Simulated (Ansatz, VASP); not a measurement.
**KI: VASP beside Ansatz**

```
K I
1.0
     0.00000    3.27449    3.41093
     3.27449    0.00000    3.41093
     3.27449    3.27449    0.00000
K I
1 1
Direct
  0.98552 0.98552 0.01448
  0.50446 0.50446 0.49554
```

Change from the starting cell: mode 6 frozen in at -0.099 Å, equal normal strain along x and y -0.0400.

Alike in both runs: task single point; functional LDA; k mesh 6 × 6 × 6; occupations gaussian, width 0.05 eV; no spin polarisation.

|  | VASP | Ansatz |
| --- | --- | --- |
| version | VASP 6.6.1 | Ansatz 0.2.0 |
| potentials or method | VASP PAW LDA potentials, release 64 (K_sv, I), cutoff 520 eV | scalar-relativistic, plane waves, PAW |
| valence electrons in the cell | 16 | 26 |

Ansatz gave:

* gap on the k mesh at the Fermi level (eV): 4.07
* least direct gap on the mesh (eV): 4.07
* pressure (GPa): 1.8
* traceless stress, the component that is largest in VASP (GPa): -1.09
* rms of the force components (eV/Å): 0.099

Problem. What did VASP give for the same quantities?

Solution. gap on the k mesh at the Fermi level (eV): 4.08; least direct gap on the mesh (eV): 4.08; pressure (GPa): 1.8; traceless stress, the component that is largest in VASP (GPa): -1.11; rms of the force components (eV/Å): 0.101.

LDA's correlation is that of Perdew and Zunger in VASP and of Perdew and Wang (1992) in Ansatz. Atom by atom the forces differ by 0.002 eV/Å (rms over components). VASP's potentials hold 16 valence electrons a cell and Ansatz's 26, so a difference there can come from the potentials and not from the codes.

Spin-orbit coupling is off throughout.
